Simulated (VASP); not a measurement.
# Au: single point with revPBE

Crystal: Au.

```xyz
2
Lattice="0.0000 3.2361 3.2361 3.2361 0.0000 3.2361 3.2361 3.2361 0.0000" Properties=species:S:1:pos:R:3 pbc="T T T"
Au    0.8090    0.8090    0.8090
Au    5.6632    5.6632    5.6632
```

This cell differs from its parent crystal: volume scaled by 1.12.

```json
{"Program": "VASP 6.6.1", "Task": "single point", "Functional": "revPBE", "Potentials or basis": "VASP PAW PBE potentials, release 64 (Au)", "Cutoff": "520 eV", "k mesh": "14 × 14 × 14", "Occupations": "fermi-dirac, width 0.1 eV", "Spin": "no spin polarisation", "Dipole correction": "no", "Further INCAR settings": "ALGO = Normal; EDIFF = 1e-07; NBANDS = 18"}
```

```yaml
Pressure: -3.6 GPa
Band_gap_on_the_k_mesh: zero (band 11 reaches 1.83 eV, above the bottom of band 12 at 1.42 eV)
```

Levels at points of the mesh, in eV from the Fermi level:
```csv
k point,band 9,band 10,band 11,band 12,band 13,band 14
"(0.00, 0.00, 0.00)",-2.04,-1.35,-1.35,7.18,8.50,8.50
"(0.50, 0.00, 0.00)",-1.42,-1.42,-0.55,-0.29,6.21,6.21
"(0.50, 0.50, 0.00)",-1.29,-1.29,0.11,0.11,3.80,3.80
```

Wall time 86 s on 1 thread of Intel(R) Xeon(R) Platinum 8488C (Sapphire Rapids) (shared host), peak memory 0.26 GiB.

Caveat: the PAW data sets were made with another functional, which shifts forces and pressure a little; spin-orbit coupling is left out, which moves the levels of the heavy elements.
